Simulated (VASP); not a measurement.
Runs of VASP 6.6.1 on LiTi2Ga4. The structure is that of space group I4/mmm (No. 139), or close to it. The cells are those of the table. 

```csv
task,cell,cutoff (eV),smearing,gap on the mesh (eV),pressure (GPa),relaxed volume (Å³/atom)
relaxation of cell and atoms,"relaxed from a = 5.329 Å, angles 104.5, 104.5, 120.0°, 7 atoms",600,fermi-dirac 0.1 eV,none,0.0,(a)
relaxation of cell and atoms,"relaxed from a = 5.329 Å, angles 104.5, 104.5, 120.0°, 7 atoms",600,methfessel-paxton 0.01 eV,none,0.0,17.04
single point,"a = 5.440 Å, angles 103.5, 103.5, 122.3°, 7 atoms",520,methfessel-paxton 0.01 eV,none,-,-
single point,"a = 5.438 Å, angles 104.0, 104.0, 121.1°, 7 atoms",520,fermi-dirac 0.1 eV,none,-,-
```

Alike in all rows: level PBE; potentials or basis VASP PAW PBE potentials, release 64 (Li_sv, Ga_d, Ti_sv); no spin polarisation; k mesh 4 × 4 × 4.

**Question.** Estimate the missing entries.

**Answer.** (a) 17.14.

Caveats: all runs use coarse meshes; the cutoff is under 1.25 times the usual one of these potentials, so pressure, stress and relaxed cells hold a basis-set (Pulay) error.

A k mesh can miss the band edges, and the runs leave out spin-orbit coupling on Ga.

A gap of «none» marks levels without a gap at the run's occupations.
